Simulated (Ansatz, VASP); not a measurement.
# GaP: VASP beside Ansatz

File INCAR:

```
SYSTEM = GaP
ALGO     = Fast           ! electronic algorithm
EDIFF    = 1E-6           ! SCF threshold, eV
EDIFFG   = -0.01          ! ionic threshold
ENCUT    = 600            ! plane-wave cutoff, eV
GGA      = PE             ! functional
IBRION   = 2              ! ionic algorithm
ISIF     = 3              ! what is computed and relaxed
ISMEAR   = -1             ! smearing method
LASPH    = .True.         ! aspherical terms in the spheres
LCHARG   = .False.        ! write CHGCAR
LREAL    = .False.        ! projectors in reciprocal space
LWAVE    = .False.        ! write WAVECAR
NELM     = 60             ! most SCF steps
NSW      = 60             ! ionic steps
PREC     = Accurate       ! precision mode
SIGMA    = 0.05           ! smearing width, eV
```

The input KPOINTS:

```
k-points
0
Gamma
  8 8 8
  0 0 0
```

File POSCAR:

```
GaP
1.0
    0.0000000000      2.7252500000      2.7252500000
    2.7252500000      0.0000000000      2.7252500000
    2.7252500000      2.7252500000      0.0000000000
Ga P
1 1
Direct
    0.0000000000      0.0000000000      0.0000000000
    0.7500000000      0.7500000000      0.7500000000
```

File input.yaml:

```yaml
crystal:
  lattice:
    - [0.0, 2.72525, 2.72525]
    - [2.72525, 0.0, 2.72525]
    - [2.72525, 2.72525, 0.0]
  atoms:
    - { symbol: Ga, position: [0.0, 0.0, 0.0] }
    - { symbol: P, position: [0.75, 0.75, 0.75] }
hamiltonian:
  xc: pbe
  pseudopotentials: { kind: paw }
kpoints:
  mp_grid: { grid: [8, 8, 8] }
scf:
  occupations: { method: fermi_dirac, width: 0.05 }
output:
  forces: true
  stress: true
  write_density: true
  write_potential: true
  elf: true
  volumetric_format: npy
relax:
  f_tol: 0.01
  max_steps: 40
  cell: { stress_tol: 0.05 }
```

Alike in both runs: task relaxation of cell and atoms; functional PBE; k mesh 8 × 8 × 8; occupations fermi-dirac, width 0.05 eV; no spin polarisation.

|  | VASP | Ansatz |
| --- | --- | --- |
| version | VASP 6.6.1 | Ansatz 0.2.0 |
| potentials or method | VASP PAW PBE potentials, release 64 (Ga_d, P) | Ansatz PAW |
| plane-wave cutoff (eV) | 600 | 420 |
| valence electrons in the cell | 18 | 18 |

VASP gave:

| Quantity | Value |
| --- | --- |
| gap on the k mesh at the Fermi level, each at its own relaxed structure (eV) | 1.58 |
| relaxed volume (Å³/atom) | 20.86 |
| relaxed cell length with the largest relative difference (Å) | 3.893 |

**Question.** Estimate Ansatz's values.

**Answer.** gap on the k mesh at the Fermi level, each at its own relaxed structure (eV): 1.58; relaxed volume (Å³/atom): 20.85; relaxed cell length with the largest relative difference (Å): 3.893.

Noted on Ansatz's run: the plane-wave basis is chosen anew once the cell has moved, so the energies of steps on either side of that aren't comparable.
